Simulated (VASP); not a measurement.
# C (Fmmm) in VASP: a series of runs, part 2 of 2

VASP 6.6.1.

## (3) Relaxation of shape and atoms at fixed volume, PBE+D3(BJ) (8.68 Å³/atom)

This run uses another cell than the first one, of 8.68 Å³/atom.

INCAR

```
PREC = Accurate
ENCUT = 600
EDIFF = 1E-7
ISMEAR = 0
SIGMA = 0.1
LREAL = F
LASPH = T
NELM = 80
ALGO = Fast
ISIF = 4
LWAVE = F
LCHARG = F
GGA = PE
IVDW = 12
IBRION = 2
NSW = 50
EDIFFG = -0.01
```

KPOINTS

```
regular mesh
0
Gamma
  18 18 6
```

POSCAR

```
C
1.0
    1.2203159352     -2.1125876138      0.0000000000
    1.2203159352      2.1125876138      0.0000000000
    0.0000000000      0.0000000000      6.7303024529
C
4
Direct
    0.0833101795      0.9166898205      0.7499969872
    0.5833101795      0.4166898205      0.2500030128
    0.9166898205      0.0833101795      0.2500030128
    0.4166898205      0.5833101795      0.7499969872
```

Potentials or basis: VASP PAW PBE potentials, release 64 (C).

Launch:

```sh
cat potpaw_PBE.64/C/POTCAR > POTCAR
mpirun -np 1 vasp_std > vasp.out
```

OUTCAR:

```text
PREC = Accurate
   ENCUT = 600
   EDIFF = 1E-7
   ISMEAR = 0
   LREAL = F
   LASPH = T
   NELM = 80
   ISIF = 4
   GGA = PE
   IVDW = 12
   IBRION = 2
   NSW = 50
   EDIFFG = -0.01
 IVDW          = 12

 ion  position               nearest neighbor table
   1  0.083  0.917  0.750-   4 1.41   4 1.41   4 1.41
   2  0.583  0.417  0.250-   3 1.41   3 1.41   3 1.41
   3  0.917  0.083  0.250-   2 1.41   2 1.41   2 1.41
   4  0.417  0.583  0.750-   1 1.41   1 1.41   1 1.41

  LATTYP: Found a base centered orthorhombic cell.
 ALAT       =     2.4406318704
 B/A-ratio  =     1.7311808794
 C/A-ratio  =     2.7576065586

  Lattice vectors:

 A1 = (   1.2203159352,  -2.1125876138,   0.0000000000)
 A2 = (   1.2203159352,   2.1125876138,   0.0000000000)
 A3 = (   0.0000000000,   0.0000000000,   6.7303024529)

Analysis of symmetry for initial positions (statically):
=====================================================================
 Subroutine PRICEL returns:
 Original cell was already a primitive cell.

 Routine SETGRP: Setting up the symmetry group for a
 base centered orthorhombic supercell.

 Subroutine GETGRP returns: Found  8 space group operations
 (whereof  4 operations were pure point group operations)
 out of a pool of  8 trial point group operations.

The static configuration has the point symmetry C_2h.
 The point group associated with its full space group is D_2h.

Analysis of symmetry for dynamics (positions and initial velocities):
=====================================================================
 Subroutine PRICEL returns:
 Original cell was already a primitive cell.

 Routine SETGRP: Setting up the symmetry group for a
 base centered orthorhombic supercell.

 Subroutine GETGRP returns: Found  8 space group operations
 (whereof  4 operations were pure point group operations)
 out of a pool of  8 trial point group operations.

The dynamic configuration has the point symmetry C_2h.
 The point group associated with its full space group is D_2h.

 Subroutine INISYM returns: Found  8 space group operations
 (whereof  4 operations are pure point group operations),
 and found     1 'primitive' translations

----------------------------------------------------------------------------------------

                                     Primitive cell

  volume of cell :      34.7018

  direct lattice vectors                    reciprocal lattice vectors
     1.220315935 -2.112587614  0.000000000     0.409729961 -0.236676575  0.000000000
     1.220315935  2.112587614  0.000000000     0.409729961  0.236676575  0.000000000
     0.000000000  0.000000000  6.730302453     0.000000000  0.000000000  0.148581733

  length of vectors
     2.439712567  2.439712567  6.730302453     0.473174853  0.473174853  0.148581733

  position of ions in fractional coordinates (direct lattice)
     0.083310180  0.916689820  0.749996987
     0.583310180  0.416689820  0.250003013
     0.916689820  0.083310180  0.250003013
     0.416689820  0.583310180  0.749996987

  ion indices of the primitive-cell ions
   primitive index   ion index
                 1           1
                 2           2
                 3           3
                 4           4

----------------------------------------------------------------------------------------

 KPOINTS: regular mesh

Automatic generation of k-mesh.
 Grid dimensions read from file:
 generate k-points for:   18   18    6

 Generating k-lattice:

  Cartesian coordinates                     Fractional coordinates (reciprocal lattice)
     0.022762776 -0.013148699  0.000000000     0.055555556 -0.000000000  0.000000000
     0.022762776  0.013148699  0.000000000    -0.000000000  0.055555556  0.000000000
     0.000000000  0.000000000  0.024763622     0.000000000  0.000000000  0.166666667

  Length of vectors
     0.026287492  0.026287492  0.024763622

  Shift w.r.t. Gamma in fractional coordinates (k-lattice)
     0.000000000  0.000000000  0.000000000

 Subroutine IBZKPT returns following result:
 ===========================================

 Found    364 irreducible k-points:

 Following reciprocal coordinates:
            Coordinates               Weight
  0.000000  0.000000  0.000000      1.000000
  0.055556 -0.000000  0.000000      4.000000
  0.111111 -0.000000  0.000000      4.000000
  0.166667  0.000000  0.000000      4.000000
  0.222222  0.000000  0.000000      4.000000
  0.277778 -0.000000  0.000000      4.000000
[... 16 lines left out ...]
 -0.277778  0.055556  0.000000      4.000000
 -0.222222  0.055556  0.000000      4.000000
 [... further k-points ...]
   k-points           NKPTS =    364   k-points in BZ     NKDIM =    364   number of bands    NBANDS=     12
   number of dos      NEDOS =    301   number of ions     NIONS =      4
   total plane-waves  NPLWV =  21600
   dimension x,y,z NGX =    20 NGY =   20 NGZ =   54
   dimension x,y,z NGXF=    40 NGYF=   40 NGZF=  108
   ions per type =               4
   NGX,Y,Z   is equivalent  to a cutoff of  13.63, 13.63, 13.34 a.u.
   NGXF,Y,Z  is equivalent  to a cutoff of  27.26, 27.26, 26.68 a.u.
 SYSTEM =  unknown system
   PREC   = accura    normal or accurate (medium, high low for compatibility)
   ISTART =      0    job   : 0-new  1-cont  2-samecut
   ICHARG =      2    charge: 1-file 2-atom 10-const
   ISPIN  =      1    spin polarized calculation?
   LNONCOLLINEAR =      F non collinear calculations
   LSORBIT =      F    spin-orbit coupling
   LASPH  =      T    aspherical Exc in radial PAW
   ENCUT  =  600.0 eV  44.10 Ry    6.64 a.u.   4.87  4.87 13.44*2*pi/ulx,y,z
   NELM   =     80;   NELMIN=  2; NELMDL= -5     # of ELM steps
   EDIFF  = 0.1E-06   stopping-criterion for ELM
   LREAL  =      F    real-space projection
   EDIFFG = -.1E-01   stopping-criterion for IOM
   NSW    =     50    number of steps for IOM
   IBRION =      2    ionic relax: 0-MD 1-quasi-New 2-CG
   NFREE  =      1    steps in history (QN), initial steepest desc. (CG)
   ISIF   =      4    stress and relaxation
   ISYM   =      2    0-nonsym 1-usesym 2-fastsym
   POTIM  = 0.5000    time-step for ionic-motion
   TEBEG  =    0.0;   TEEND  =   0.0 temperature during run
   PSTRESS=    0.0 pullay stress
   NELECT =      16.0000    total number of electrons
   NUPDOWN=      -1.0000    fix difference up-down
   EMIN   =  10.00;   EMAX   =-10.00  energy-range for DOS
   EFERMI =   0.00;   METHOD = LEGACY
   ISMEAR =     0;   SIGMA  =   0.10  broadening in eV -4-tet -1-fermi 0-gaus
   EFERMI_NEDOS =   21; number of points for ismear=-14 and -15
   IALGO  =     68    algorithm
   IMIX   =      4    mixing-type and parameters
     AMIX     =   0.40;   BMIX     =  1.00
     AMIX_MAG =   1.60;   BMIX_MAG =  1.00
  volume/ion in A,a.u.               =       8.68        58.54
  Fermi-wavevector in a.u.,A,eV,Ry     =   1.264729  2.389992 21.763071  1.599541
  Thomas-Fermi vector in A             =   2.398019
   LORBIT       =      0    0 simple, 1 ext, 2 COOP (PROOUT), +10 PAW based schemes
   GGA     = PE    functional components
   LHFCALC =     F    Hartree Fock is set to
   AEXX    =    0.0000 exact exchange contribution
   IVDW    =    12    specifies the selected vdW correction
   LEPSILON=     F    determine dielectric tensor
   LRPA    =     F    only Hartree local field effects (RPA)
 conjugate gradient relaxation of ions
 non-spin polarized calculation
 RMM-DIIS sequential band-by-band and
 Gauss-broadening in eV      SIGMA  =   0.10
  energy-cutoff  :      600.00
  volume of cell :       34.70
 maximum number of plane-waves:      1184
   NGX =  9   NGY =  9   NGZ = 27

--------------------------------------- Ionic step        1  -------------------------------------------

 number of electron      15.9999999 magnetization

 Free energy of the ion-electron system (eV)
  ---------------------------------------------------
  ext. energy  EPLUGINS =         0.00000000
  ---------------------------------------------------
  free energy    TOTEN  =       -36.81656776 eV

  energy without entropy =      -36.81625518  energy(sigma->0) =      -36.81641147

------------------------ aborting loop because EDIFF is reached ----------------------------------------

 Edisp (eV)   -0.62302

 E8    (eV) :    -0.1764
[... 75 lines left out ...]
--------------------------------------- Ionic step        3  -------------------------------------------

 number of electron      15.9999999 magnetization

 Free energy of the ion-electron system (eV)
  ---------------------------------------------------
  ext. energy  EPLUGINS =         0.00000000
  ---------------------------------------------------
  free energy    TOTEN  =       -36.83139063 eV

  energy without entropy =      -36.83109549  energy(sigma->0) =      -36.83124306

 E-fermi :   4.8329     XC(G=0): -10.4360

 val. band max:        4.8328342440   @ k =   0.3333   0.3333   0.5000
 cond. band min:       4.8344700205   @ k =   0.3333   0.3333   0.5000
 fundamental gap:      0.0016357765
 Fermi energy:         4.8329009357

 k-point     1 :       0.0000    0.0000    0.0000
  band No.  band energies     occupation
      1     -14.8502      2.00000
      2     -14.5105      2.00000
      3      -3.7634      2.00000
      4      -1.6292      2.00000
      5       1.8034      2.00000
      6       1.8267      2.00000
      7       1.8410      2.00000
      8       1.8466      2.00000
      9       9.2558      0.00000
     10      13.1556      0.00000
     11      13.1876      0.00000
     12      13.2192      0.00000
[... 331 lines left out ...]
 k-point    24 :      -0.2222    0.0556    0.0000
  band No.  band energies     occupation
      1     -13.8950      2.00000
      2     -13.5745      2.00000
      3      -2.6080      2.00000
      4      -1.2211      2.00000
      5      -1.1450      2.00000
      6      -0.5602      2.00000
      7       0.1881      2.00000
      8       0.2071      2.00000
      9      10.4065      0.00000
     10      13.2400      0.00000
     11      13.4028      0.00000
     12      13.4483      0.00000

 [... further k-points ...]

------------------------ aborting loop because EDIFF is reached ----------------------------------------

 Edisp (eV)   -0.63757

 E8    (eV) :    -0.1811
[... 27 lines left out ...]
  FREE ENERGIE OF THE ION-ELECTRON SYSTEM (eV)
  ---------------------------------------------------
  free  energy   TOTEN  =       -37.4689649133 eV

  energy  without entropy=      -37.4686697723  energy(sigma->0) =      -37.46881734

 reached required accuracy - stopping structural energy minimisation
```

CONTCAR:

```text
C
   1.00000000000000
     1.2321192249432211   -2.1329478382400016    0.0000000000000000
     1.2321192249432211    2.1329478382400016   -0.0000000000000000
     0.0000000000000000    0.0000000000000000    6.6021992092528556
  C
     4
Direct
     0.0833018532681404    0.9166981467318597    0.7499970548753429
     0.5833018532681403    0.4166981467318596    0.2500029451246571
     0.9166981467318597    0.0833018532681404    0.2500029451246571
     0.4166981467318596    0.5833018532681403    0.7499970548753429

  0.00000000E+00  0.00000000E+00  0.00000000E+00
  0.00000000E+00  0.00000000E+00  0.00000000E+00
  0.00000000E+00  0.00000000E+00  0.00000000E+00
  0.00000000E+00  0.00000000E+00  0.00000000E+00
```

Run time: 6.9 min. Hardware: 1 thread of Oxide Virtual Turin-like, shared host; peak memory 0.25 GiB.

What came out:

```yaml
Free_energy: -37.4690 eV
Energy_gained_by_relaxing: 7.3 meV/atom
Ionic_steps: 3
Pressure_after_relaxing: 0.8 GPa
Band_gap_on_the_k_mesh: zero (filled and empty bands touch)
Dispersion_energy_per_atom: -0.159 eV
```

Forces on the atoms (eV/Å):
```
C    0.000 -0.002  0.000
C    0.000 -0.002  0.000
C    0.000  0.002  0.000
C    0.000  0.002  0.000
```

Step by step:
| step | energy change (eV) | largest force (eV/Å) | pressure (GPa) | volume (Å³) |
| --- | --- | --- | --- | --- |
| 1 | 0.0000 | 0.0009 | 9.43 | 34.70 |
| 2 | -0.0268 | 0.0031 | -1.61 | 34.70 |
| 3 | -0.0294 | 0.0022 | 0.84 | 34.70 |

Final structure:
```xyz
4
Lattice="1.2321 -2.1329 0.0000 1.2321 2.1329 0.0000 0.0000 0.0000 6.6022" Properties=species:S:1:pos:R:3 pbc="T T T"
C     1.2321    1.7776    4.9516
C     1.2321   -0.3554    1.6506
C     1.2321   -1.7776    1.6506
C     1.2321    0.3554    4.9516
```

## (4) Relaxation of shape and atoms at fixed volume, PBE+D3(BJ) (9.21 Å³/atom)

This run uses another cell than the first one, of 9.21 Å³/atom.

INCAR

```
SYSTEM = C
PREC = Accurate
ENCUT = 600
EDIFF = 1E-6
ISMEAR = 0
SIGMA = 0.1
LREAL = .FALSE.
LASPH = .TRUE.
NELM = 60
ALGO = Fast
ISIF = 4
LWAVE = .FALSE.
LCHARG = .FALSE.
GGA = PE
IVDW = 12
IBRION = 2
NSW = 50
EDIFFG = -0.01
```

KPOINTS

```
Automatic mesh
0
G
  18 18 6
  0 0 0
```

POSCAR

```
C
1.0
    1.2449754262     -2.1552776532      0.0000000000
    1.2449754262      2.1552776532      0.0000000000
    0.0000000000      0.0000000000      6.8663048012
C
4
Direct
    0.0833101795      0.9166898205      0.7499969872
    0.5833101795      0.4166898205      0.2500030128
    0.9166898205      0.0833101795      0.2500030128
    0.4166898205      0.5833101795      0.7499969872
```

Launch:

```sh
cat potpaw_PBE.64/C/POTCAR > POTCAR
mpirun -np 1 vasp_std > vasp.out
```

Run time: 8.4 min. Hardware: 1 thread of Oxide Virtual Turin-like, shared host; peak memory 0.25 GiB.

It converged, with:

* Free energy: -37.4726 eV
* Energy gained by relaxing: 5.8 meV/atom
* Ionic steps: 3
* Pressure after relaxing: -1.1 GPa
* Band gap on the k mesh: zero (filled and empty bands touch)
* Dispersion energy per atom: -0.149 eV

The path:
| step | energy change (eV) | largest force (eV/Å) | pressure (GPa) | volume (Å³) |
| --- | --- | --- | --- | --- |
| 1 | 0.0000 | 0.0007 | -8.10 | 36.85 |
| 2 | -0.0223 | 0.0021 | 0.21 | 36.85 |
| 3 | -0.0231 | 0.0017 | -1.08 | 36.85 |

Final structure:
```
CELL_PARAMETERS angstrom
1.23404 -2.13643 0.00000
1.23404 2.13643 0.00000
0.00000 0.00000 6.98828
ATOMIC_POSITIONS crystal
C 0.08332 0.91668 0.75000
C 0.58332 0.41668 0.25000
C 0.91668 0.08332 0.25000
C 0.41668 0.58332 0.75000
```

Levels at points of the mesh, in eV from the Fermi level:
| k point | band 5 | band 6 | band 7 | band 8 | band 9 | band 10 | band 11 | band 12 |
| --- | --- | --- | --- | --- | --- | --- | --- | --- |
| (0.00, 0.00, 0.00) | -3.03 | -3.02 | -3.01 | -3.01 | 3.99 | 8.28 | 8.32 | 8.33 |
| (0.50, 0.00, 0.00) | -6.39 | -6.39 | -2.41 | -2.41 | 1.82 | 1.82 | 7.37 | 7.37 |
| (0.50, 0.50, 0.00) | -6.41 | -6.38 | -2.89 | -1.75 | 1.08 | 2.35 | 7.21 | 7.51 |
| (0.00, 0.00, 0.50) | -3.02 | -3.02 | -3.02 | -3.02 | 6.33 | 6.33 | 8.32 | 8.32 |
| (0.50, 0.00, 0.50) | -6.39 | -6.39 | -2.35 | -2.35 | 1.66 | 1.66 | 7.37 | 7.37 |
| (0.50, 0.50, 0.50) | -6.40 | -6.40 | -2.35 | -2.35 | 1.66 | 1.66 | 7.36 | 7.36 |

## (5) Relaxation of shape and atoms at fixed volume, PBE+D3(BJ) (9.48 Å³/atom)

This run uses another cell than the first one, of 9.48 Å³/atom.

INCAR

```
SYSTEM = C
PREC     = Accurate       ! precision mode
ENCUT    = 600            ! plane-wave cutoff, eV
EDIFF    = 1E-6           ! SCF threshold, eV
ISMEAR   = 0              ! smearing method
SIGMA    = 0.1            ! smearing width, eV
LREAL    = .FALSE.        ! projectors in reciprocal space
LASPH    = .TRUE.         ! aspherical terms in the spheres
NELM     = 100            ! most SCF steps
ALGO     = Fast           ! electronic algorithm
ISIF     = 4              ! what is computed and relaxed
LWAVE    = .FALSE.        ! write WAVECAR
LCHARG   = .FALSE.        ! write CHGCAR
GGA      = PE             ! functional
IVDW     = 12             ! dispersion correction
IBRION   = 2              ! ionic algorithm
NSW      = 50             ! ionic steps
EDIFFG   = -0.01          ! ionic threshold
```

KPOINTS is that of step 4.

POSCAR

```
C
1.0
    1.2454188203     -2.1563036051      0.0000000000
    1.2454188203      2.1563036051      0.0000000000
    0.0000000000      0.0000000000      7.0604176296
C
4
Direct
    0.0833153235      0.9166846765      0.7500000000
    0.5833153235      0.4166846765      0.2500000000
    0.9166846765      0.0833153235      0.2500000000
    0.4166846765      0.5833153235      0.7500000000
```

Launch:

```sh
cat potpaw_PBE.64/C/POTCAR > POTCAR
mpirun -np 1 vasp_std > vasp.out
```

Wall time 7.3 min (1 thread of Oxide Virtual Turin-like, shared host); peak memory 0.26 GiB.

The run converged. Its results:

| Item | Value |
| --- | --- |
| Free energy | -37.4658 eV |
| Energy gained by relaxing | 5.6 meV/atom |
| Ionic steps | 3 |
| Pressure after relaxing | -1.6 GPa |
| Band gap on the k mesh | zero (filled and empty bands touch) |
| Dispersion energy per atom | -0.144 eV |

Step by step:
```tsv
step	energy change (eV)	largest force (eV/Å)	pressure (GPa)	volume (Å³)
1	0.0000	0.0006	-8.36	37.92
2	-0.0217	0.0016	-0.50	37.92
3	-0.0222	0.0013	-1.58	37.92
```

Final structure:
```
C
1.0
     1.23458   -2.13762    0.00000
     1.23458    2.13762    0.00000
     0.00000    0.00000    7.18463
C
4
Direct
  0.08332 0.91668 0.75000
  0.58332 0.41668 0.25000
  0.91668 0.08332 0.25000
  0.41668 0.58332 0.75000
```

Levels at points of the mesh, in eV from the Fermi level:
```csv
k point,band 4,band 5,band 6,band 7,band 8,band 9,band 10,band 11,band 12
"(0.00, 0.00, 0.00)",-6.86,-3.04,-3.03,-3.02,-3.02,3.81,8.28,8.30,8.32
"(0.50, 0.00, 0.00)",-13.20,-6.39,-6.39,-2.40,-2.40,1.78,1.78,7.35,7.35
"(0.50, 0.50, 0.00)",-13.15,-6.41,-6.38,-2.80,-1.85,1.15,2.26,7.22,7.46
"(0.00, 0.00, 0.50)",-7.60,-3.03,-3.03,-3.02,-3.02,5.96,5.96,8.30,8.30
"(0.50, 0.00, 0.50)",-13.20,-6.39,-6.39,-2.35,-2.35,1.66,1.66,7.35,7.35
"(0.50, 0.50, 0.50)",-13.20,-6.40,-6.40,-2.35,-2.35,1.67,1.67,7.34,7.34
```

## (6) Summary

```csv
cell,gap on the mesh (eV),pressure (GPa)
"relaxed from a = 2.498, b = 2.498, c = 7.279 Å, angles 90.0, 90.0, 120.0°, 4 atoms",none,-2.0
"relaxed from a = 2.440, b = 2.440, c = 6.730 Å, angles 90.0, 90.0, 120.0°, 4 atoms",none,0.8
"relaxed from a = 2.489, b = 2.489, c = 6.866 Å, angles 90.0, 90.0, 120.0°, 4 atoms",none,-1.1
"relaxed from a = 2.490, b = 2.490, c = 7.060 Å, angles 90.0, 90.0, 120.0°, 4 atoms",none,-1.6
```

Alike in all rows: task relaxation of shape and atoms at fixed volume; level PBE+D3(BJ); potentials or basis VASP PAW PBE potentials, release 64 (C); no spin polarisation; k mesh 18 × 18 × 6; cutoff (eV) 600; smearing gaussian 0.1 eV.

Total energies depend on the potentials used, so only differences within one code and one set of settings carry meaning.

The gap in the log of VASP goes by the Fermi energy; the results here count the filled bands.